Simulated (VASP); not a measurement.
# Ge (Im-3m) in VASP: further runs, part 2 of 3

VASP 6.6.1. The steps go on from the part before.

## (3) Relaxation of cell and atoms, PBE, target pressure 48 GPa, at which the enthalpy is minimised

This run uses another cell than the first one, of 13.65 Å³/atom, 0.706 times its volume.

File INCAR:

```
SYSTEM = Ge
ALGO = Normal
EDIFF = 1E-6
EDIFFG = -0.005
ENCUT = 600
GGA = PE
IBRION = 2
ISIF = 3
ISMEAR = -1
LASPH = .TRUE.
LCHARG = .FALSE.
LREAL = .FALSE.
LWAVE = .FALSE.
NELM = 100
NSW = 60
PREC = Accurate
PSTRESS = 480.0
SIGMA = 0.08
```

File KPOINTS:

```
k-points
0
G
  18 18 18
  0 0 0
```

File POSCAR:

```
Ge
1.0
   -1.5054052370      1.5054052370      1.5054052370
    1.5054052370     -1.5054052370      1.5054052370
    1.5054052370      1.5054052370     -1.5054052370
Ge
1
Direct
    0.0000000000      0.0000000000      0.0000000000
```

Potentials or basis: VASP PAW PBE potentials, release 64 (Ge_d).

Launch:

```bash
$ cat potpaw_PBE.64/Ge_d/POTCAR > POTCAR
$ mpirun -np 1 vasp_std > vasp.out
```

OUTCAR:

```text
SYSTEM = Ge
   EDIFF = 1E-6
   EDIFFG = -0.005
   ENCUT = 600
   GGA = PE
   IBRION = 2
   ISIF = 3
   ISMEAR = -1
   LASPH = .TRUE.
   LREAL = .FALSE.
   NELM = 100
   NSW = 60
   PREC = Accurate
   PSTRESS = 480.0

 ion  position               nearest neighbor table
   1  0.000  0.000  0.000-

  LATTYP: Found a body centered cubic cell.
 ALAT       =     3.0108104740

  Lattice vectors:

 A1 = (  -1.5054052370,   1.5054052370,   1.5054052370)
 A2 = (   1.5054052370,  -1.5054052370,   1.5054052370)
 A3 = (   1.5054052370,   1.5054052370,  -1.5054052370)

Analysis of symmetry for initial positions (statically):
=====================================================================
 Subroutine PRICEL returns:
 Original cell was already a primitive cell.

 Routine SETGRP: Setting up the symmetry group for a
 body centered cubic supercell.

 Subroutine GETGRP returns: Found 48 space group operations
 (whereof 48 operations were pure point group operations)
 out of a pool of 48 trial point group operations.

The static configuration has the point symmetry O_h .

Analysis of symmetry for dynamics (positions and initial velocities):
=====================================================================
 Subroutine PRICEL returns:
 Original cell was already a primitive cell.

 Routine SETGRP: Setting up the symmetry group for a
 body centered cubic supercell.

 Subroutine GETGRP returns: Found 48 space group operations
 (whereof 48 operations were pure point group operations)
 out of a pool of 48 trial point group operations.

The dynamic configuration has the point symmetry O_h .

 Subroutine INISYM returns: Found 48 space group operations
 (whereof 48 operations are pure point group operations),
 and found     1 'primitive' translations

----------------------------------------------------------------------------------------

                                     Primitive cell

  volume of cell :      13.6465

  direct lattice vectors                    reciprocal lattice vectors
    -1.505405237  1.505405237  1.505405237     0.000000000  0.332136482  0.332136482
     1.505405237 -1.505405237  1.505405237     0.332136482  0.000000000  0.332136482
     1.505405237  1.505405237 -1.505405237     0.332136482  0.332136482  0.000000000

  length of vectors
     2.607438356  2.607438356  2.607438356     0.469711918  0.469711918  0.469711918

  position of ions in fractional coordinates (direct lattice)
     0.000000000  0.000000000  0.000000000

  ion indices of the primitive-cell ions
   primitive index   ion index
                 1           1

----------------------------------------------------------------------------------------

 KPOINTS: k-points

Automatic generation of k-mesh.
 Grid dimensions read from file:
 generate k-points for:   18   18   18

 Generating k-lattice:

  Cartesian coordinates                     Fractional coordinates (reciprocal lattice)
     0.000000000  0.018452027  0.018452027     0.055555556  0.000000000  0.000000000
     0.018452027  0.000000000  0.018452027     0.000000000  0.055555556  0.000000000
     0.018452027  0.018452027  0.000000000     0.000000000  0.000000000  0.055555556

  Length of vectors
     0.026095107  0.026095107  0.026095107

  Shift w.r.t. Gamma in fractional coordinates (k-lattice)
     0.000000000  0.000000000  0.000000000

 Subroutine IBZKPT returns following result:
 ===========================================

 Found    195 irreducible k-points:

 Following reciprocal coordinates:
            Coordinates               Weight
  0.000000  0.000000  0.000000      1.000000
  0.055556  0.000000  0.000000     12.000000
  0.111111  0.000000  0.000000     12.000000
  0.166667  0.000000  0.000000     12.000000
  0.222222  0.000000  0.000000     12.000000
  0.277778  0.000000  0.000000     12.000000
[... 16 lines left out ...]
  0.333333  0.111111 -0.000000     48.000000
  0.388889  0.111111  0.000000     48.000000
 [... further k-points ...]
   k-points           NKPTS =    195   k-points in BZ     NKDIM =    195   number of bands    NBANDS=     11
   number of dos      NEDOS =    301   number of ions     NIONS =      1
   total plane-waves  NPLWV =  13824
   dimension x,y,z NGX =    24 NGY =   24 NGZ =   24
   dimension x,y,z NGXF=    48 NGYF=   48 NGZF=   48
   ions per type =               1
   NGX,Y,Z   is equivalent  to a cutoff of  15.30, 15.30, 15.30 a.u.
   NGXF,Y,Z  is equivalent  to a cutoff of  30.60, 30.60, 30.60 a.u.
 SYSTEM =  Ge
   PREC   = accura    normal or accurate (medium, high low for compatibility)
   ISTART =      0    job   : 0-new  1-cont  2-samecut
   ICHARG =      2    charge: 1-file 2-atom 10-const
   ISPIN  =      1    spin polarized calculation?
   LNONCOLLINEAR =      F non collinear calculations
   LSORBIT =      F    spin-orbit coupling
   LASPH  =      T    aspherical Exc in radial PAW
   ENCUT  =  600.0 eV  44.10 Ry    6.64 a.u.   5.21  5.21  5.21*2*pi/ulx,y,z
   NELM   =    100;   NELMIN=  2; NELMDL= -5     # of ELM steps
   EDIFF  = 0.1E-05   stopping-criterion for ELM
   LREAL  =      F    real-space projection
   EDIFFG = -.5E-02   stopping-criterion for IOM
   NSW    =     60    number of steps for IOM
   IBRION =      2    ionic relax: 0-MD 1-quasi-New 2-CG
   NFREE  =      1    steps in history (QN), initial steepest desc. (CG)
   ISIF   =      3    stress and relaxation
   ISYM   =      2    0-nonsym 1-usesym 2-fastsym
   POTIM  = 0.5000    time-step for ionic-motion
   TEBEG  =    0.0;   TEEND  =   0.0 temperature during run
   PSTRESS=  480.0 pullay stress
   NELECT =      14.0000    total number of electrons
   NUPDOWN=      -1.0000    fix difference up-down
   EMIN   =  10.00;   EMAX   =-10.00  energy-range for DOS
   EFERMI =   0.00;   METHOD = LEGACY
   ISMEAR =    -1;   SIGMA  =   0.08  broadening in eV -4-tet -1-fermi 0-gaus
   EFERMI_NEDOS =   21; number of points for ismear=-14 and -15
   IALGO  =     38    algorithm
   IMIX   =      4    mixing-type and parameters
     AMIX     =   0.40;   BMIX     =  1.00
     AMIX_MAG =   1.60;   BMIX_MAG =  1.00
  volume/ion in A,a.u.               =      13.65        92.09
  Fermi-wavevector in a.u.,A,eV,Ry     =   1.651115  3.120156 37.091958  2.726182
  Thomas-Fermi vector in A             =   2.739950
   LORBIT       =      0    0 simple, 1 ext, 2 COOP (PROOUT), +10 PAW based schemes
   GGA     = PE    functional components
   LHFCALC =     F    Hartree Fock is set to
   AEXX    =    0.0000 exact exchange contribution
   IVDW    =     0    specifies the selected vdW correction
   LEPSILON=     F    determine dielectric tensor
   LRPA    =     F    only Hartree local field effects (RPA)
 conjugate gradient relaxation of ions
 non-spin polarized calculation
  energy-cutoff  :      600.00
  volume of cell :       13.65
 maximum number of plane-waves:       470
 NGX is ok and might be reduce to    24
   NGX = 11   NGY = 11   NGZ = 11

 number of electron      14.0000005 magnetization

 Free energy of the ion-electron system (eV)
  ---------------------------------------------------
  ext. energy  EPLUGINS =         0.00000000
  ---------------------------------------------------
  free energy    TOTEN  =        -3.56638254 eV

  energy without entropy =       -3.55792913  energy(sigma->0) =       -3.56215583

 E-fermi :  10.8427     XC(G=0): -13.0290

 val. band max:       10.8417917308   @ k =  -0.3889   0.4444   0.2778
 cond. band min:      10.8431747787   @ k =   0.2222   0.1667   0.1667
 fundamental gap:      0.0013830479
 Fermi energy:        10.8427090245

 k-point     1 :       0.0000    0.0000    0.0000
  band No.  band energies     occupation
      1     -14.2056      2.00000
      2     -14.2056      2.00000
      3     -14.2056      2.00000
      4     -13.9933      2.00000
      5     -13.9933      2.00000
      6      -5.4941      2.00000
      7      23.9850      0.00000
      8      23.9850      0.00000
      9      23.9850      0.00000
     10      28.6264      0.00000
     11      28.6264      0.00000
[... 309 lines left out ...]
 k-point    24 :       0.3889    0.1111    0.0000
  band No.  band energies     occupation
      1     -14.2750      2.00000
      2     -14.2102      2.00000
      3     -14.0098      2.00000
      4     -14.0031      2.00000
      5     -13.8922      2.00000
      6       1.5725      2.00000
      7       5.4008      2.00000
      8      14.3884      0.00000
      9      17.9661      0.00000
     10      23.4133      0.00000
     11      26.3394      0.00000

 [... further k-points ...]
[... 5 lines left out ...]
  --------------------------------------------------------------------------------------
  -------------------------------------------------------------------------------------
  Total        4.0878033      4.0878033      4.0878033      0.0000000     -0.0000000      0.0000000
  in kB      479.9326700    479.9326700    479.9326700      0.0000000     -0.0000000      0.0000000
  external PRESSURE =      -0.0673300 kB  Pullay stress =     480.0000000 kB

 VOLUME and BASIS-vectors are now :
 -----------------------------------------------------------------------------
  energy-cutoff  :      600.00
  volume of cell :       13.65
      direct lattice vectors                 reciprocal lattice vectors
    -1.505405237  1.505405237  1.505405237     0.000000000  0.332136482  0.332136482
     1.505405237 -1.505405237  1.505405237     0.332136482  0.000000000  0.332136482
     1.505405237  1.505405237 -1.505405237     0.332136482  0.332136482  0.000000000

 POSITION                                       TOTAL-FORCE (eV/Angst)
 -----------------------------------------------------------------------------------
      0.00000      0.00000      0.00000        -0.000000      0.000000     -0.000000
 -----------------------------------------------------------------------------------
    total drift:                               -0.000000      0.000000      0.000000

  FREE ENERGIE OF THE ION-ELECTRON SYSTEM (eV)
  ---------------------------------------------------
  free  energy   TOTEN  =        -3.5663825395 eV

  energy  without entropy=       -3.5579291255  energy(sigma->0) =       -3.56215583

  enthalpy is  TOTEN    =         0.5219942484 eV   P V=        4.0883767879

 reached required accuracy - stopping structural energy minimisation
```

CONTCAR:

```text
Ge
   1.00000000000000
    -1.5054052370000000    1.5054052370000000    1.5054052370000000
     1.5054052370000000   -1.5054052370000000    1.5054052370000000
     1.5054052370000000    1.5054052370000000   -1.5054052370000000
  Ge
     1
Direct
     0.0000000000000000    0.0000000000000000    0.0000000000000000

  0.00000000E+00  0.00000000E+00  0.00000000E+00
```

It took 31 s on 1 thread of AMD EPYC 7R43 (Zen 3), shared host; peak memory 0.13 GiB.

What came out:

- Free energy: -3.5664 eV
- Pressure after relaxing: 48.0 GPa
- Band gap on the k mesh: zero (band 7 reaches 23.98 eV, above the bottom of band 8 at 6.37 eV)

Final structure:
```cif
data_structure
_symmetry_space_group_name_H-M 'P 1'
_symmetry_Int_Tables_number 1
_cell_length_a 2.6074
_cell_length_b 2.6074
_cell_length_c 2.6074
_cell_angle_alpha 109.471
_cell_angle_beta 109.471
_cell_angle_gamma 109.471
_cell_volume 13.65
loop_
_atom_site_label
_atom_site_type_symbol
_atom_site_fract_x
_atom_site_fract_y
_atom_site_fract_z
_atom_site_occupancy
Ge1 Ge 0.00000 0.00000 0.00000 1
```

Caveat: the relaxation stopped at its first step, so nothing moved; the cell is relaxed towards a set pressure, so the enthalpy falls and the energy may rise.

## (4) Relaxation of cell and atoms, PBE, target pressure 48 GPa, at which the enthalpy is minimised

This run uses another cell than the first one, of 13.64 Å³/atom, 0.706 times its volume.

File INCAR:

```
SYSTEM = Ge
PREC = Accurate ; ENCUT = 600
EDIFF = 1E-6 ; ISMEAR = -1
SIGMA = 0.08 ; LREAL = .FALSE.
LASPH = .TRUE. ; NELM = 100
ALGO = Normal ; ISIF = 3
LWAVE = .FALSE. ; LCHARG = .FALSE.
GGA = PE ; IBRION = 2
NSW = 32 ; EDIFFG = -0.005
PSTRESS = 480.0
```

File KPOINTS:

```
Automatic mesh
0
G
  18 18 18
  0 0 0
```

File POSCAR:

```
Ge
1.0
   -1.5052599216      1.5052599216      1.5052599216
    1.5052599216     -1.5052599216      1.5052599216
    1.5052599216      1.5052599216     -1.5052599216
Ge
1
Direct
    0.0000000000      0.0000000000      0.0000000000
```

Launch:

```bash
$ cat potpaw_PBE.64/Ge_d/POTCAR > POTCAR
$ mpirun -np 1 vasp_std > vasp.out
```

It took 76 s on 1 thread of AMD EPYC 7R43 (Zen 3), shared host; peak memory 0.14 GiB.

Results (log left out):

```
Free energy                                            : -3.5701 eV
Relaxed volume                                         : 13.66 Å³/atom
Relaxed cell                                           : a = 2.608 Å, b = 2.608 Å, c = 2.608 Å, α = 109.47°, β = 109.47°, γ = 109.47°
Space group after relaxing (to 0.05 Å)                 : Im-3m (No. 229)
Energy change on relaxing (the enthalpy is what falls) : -4.9 meV/atom
Ionic steps                                            : 4
Pressure after relaxing                                : 47.9 GPa
Band gap on the k mesh                                 : zero (band 7 reaches 23.96 eV, above the bottom of band 8 at 6.36 eV)
```

Step by step:
```
step  energy change (eV)  largest force (eV/Å)  pressure (GPa)  volume (Å³)
   1              0.0000                0.0000           48.07        13.64
   2             -0.0034                0.0000           48.09        13.65
   3             -0.0134                0.0000           47.51        13.69
   4             -0.0049                0.0000           47.95        13.66
```

Final structure:
```cif
data_structure
_symmetry_space_group_name_H-M 'P 1'
_symmetry_Int_Tables_number 1
_cell_length_a 2.6082
_cell_length_b 2.6082
_cell_length_c 2.6082
_cell_angle_alpha 109.471
_cell_angle_beta 109.471
_cell_angle_gamma 109.471
_cell_volume 13.66
loop_
_atom_site_label
_atom_site_type_symbol
_atom_site_fract_x
_atom_site_fract_y
_atom_site_fract_z
_atom_site_occupancy
Ge1 Ge 0.00000 0.00000 0.00000 1
```

Levels at points of the mesh, in eV from the Fermi level:
```csv
k point,band 5,band 6,band 7,band 8,band 9,band 10
"(0.00, 0.00, 0.00)",-24.84,-16.33,13.13,13.13,13.13,17.77
"(0.50, 0.00, 0.00)",-24.71,-8.04,-7.49,5.96,8.50,10.89
"(0.50, 0.50, 0.50)",-24.74,-0.85,-0.85,-0.85,0.07,4.04
```

Caveat: the cell is relaxed towards a set pressure, so the enthalpy falls and the energy may rise.

(Part 2 of 3 ends here.)
